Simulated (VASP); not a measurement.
Input of a VASP 6.6.1 run:

INCAR

```
  PREC = Accurate
  ENCUT = 600
  EDIFF = 1E-6
  ISMEAR = -1
  SIGMA = 0.06122561905347299
  LREAL = F
  LASPH = T
  NELM = 120
  ALGO = Normal
  ISIF = 2
  LWAVE = F
  LCHARG = F
  GGA = PE
  NBANDS = 15
  GGA_COMPAT = F
```

Contents of KPOINTS:

```
regular mesh
0
Gamma
  21 21 21
```

File POSCAR:

```
SiO2
1.0
    0.0000000000      2.3212735226      2.3212735226
    2.3212735226      0.0000000000      2.3212735226
    2.3212735226      2.3212735226      0.0000000000
Si O
1 2
Direct
    0.0000000000      0.0000000000      0.0000000000
    0.2500000000      0.2500000000      0.2500000000
    0.7500000000      0.7500000000      0.7500000000
```

Potentials or basis: VASP PAW PBE potentials, release 64 (Si, O).

The run is started by

```bash
$ cat potpaw_PBE.64/Si/POTCAR potpaw_PBE.64/O/POTCAR > POTCAR
$ mpirun -np 1 vasp_std > vasp.out
```

(1) Predict the pressure.

(2) Predict the band gap on the k mesh.

## Answers

(1) -9.8 GPa.

(2) 1.25 eV, indirect (least direct gap 2.00 eV).
